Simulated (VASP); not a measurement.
## Sn: single point with PBEsol

The system is Sn.

```xyz
2
Lattice="0.0000 3.2702 3.2702 3.2702 0.0000 3.2702 3.2702 3.2702 0.0000" Properties=species:S:1:pos:R:3 pbc="T T T"
Sn    0.0000    0.0000    0.0000
Sn    1.6351    1.6351    1.6351
```

This isn't the form of Sn at room conditions, which is tetragonal (white tin).

```json
{
  "Program": "VASP 6.6.1",
  "Task": "single point",
  "Functional": "PBEsol",
  "Potentials or basis": "VASP PAW PBE potentials, release 64 (Sn_d)",
  "Cutoff": "520 eV",
  "k mesh": "12 × 12 × 12",
  "Occupations": "gaussian, width 0.1 eV",
  "Spin": "non-collinear spin, zero start, spin-orbit coupling",
  "Starting moments": "[[0.0, 0.0, 0.0], [0.0, 0.0, 0.0]] μB",
  "Dipole correction": "no",
  "Further INCAR settings": "ALGO = Fast; EDIFF = 1e-06; NBANDS = 40"
}
```

```yaml
Pressure: -0.1 GPa
Net_moment: 0.00 μB per cell
Valence_electrons_inside_the_program's_atomic_spheres: Sn 12.32
```

Moments on the atoms (μB; x, y, z):
```
Sn  0.00 0.00 0.00
Sn  0.00 0.00 0.00
```

Run time: 8.2 min on 1 thread of Intel(R) Xeon(R) Platinum 8488C (Sapphire Rapids), with other jobs on the host, peak memory 0.53 GiB.

Caveat: the PAW data sets were made with another functional, which shifts forces and pressure a little.
